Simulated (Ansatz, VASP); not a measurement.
# Ga2O3: VASP beside Ansatz

```
Ga O
1.0
     6.12741   -1.51956   -0.00261
     6.12741    1.51956   -0.00261
    -1.38364    0.00000    5.64108
Ga O
4 6
Direct
  0.34126 0.34126 0.68555
  0.65874 0.65874 0.31445
  0.90949 0.90949 0.20523
  0.09051 0.09051 0.79477
  0.50370 0.50370 0.74375
  0.49630 0.49630 0.25625
  0.82666 0.82666 0.43647
  0.17334 0.17334 0.56353
  0.16421 0.16421 0.10913
  0.83579 0.83579 0.89087
```

Alike in both runs: task single point; functional r2SCAN; k mesh 8 × 8 × 4; no spin polarisation.

```csv
,VASP,Ansatz
version,VASP 6.6.1,Ansatz 0.2.0
potentials or method,"VASP PAW PBE potentials, release 64 (Ga_d, O)","plane waves, PAW"
plane-wave cutoff (eV),520,500
occupations,"gaussian, width 0.01 eV",fixed
valence electrons in the cell,88,88
```

Ansatz gave:

- gap on the k mesh at the Fermi level (eV): 3.03
- pressure (GPa): 0.0
- traceless stress, the component that is largest in VASP (GPa): 0.00
- rms of the force components (eV/Å): 0.001

Question: Estimate VASP's values.

Answer: gap on the k mesh at the Fermi level (eV): 3.01; pressure (GPa): 1.8; traceless stress, the component that is largest in VASP (GPa): 0.20; rms of the force components (eV/Å): 0.036.

VASP's potentials were made for PBE, not for r2SCAN. Atom by atom the forces differ by 0.035 eV/Å (rms over components).
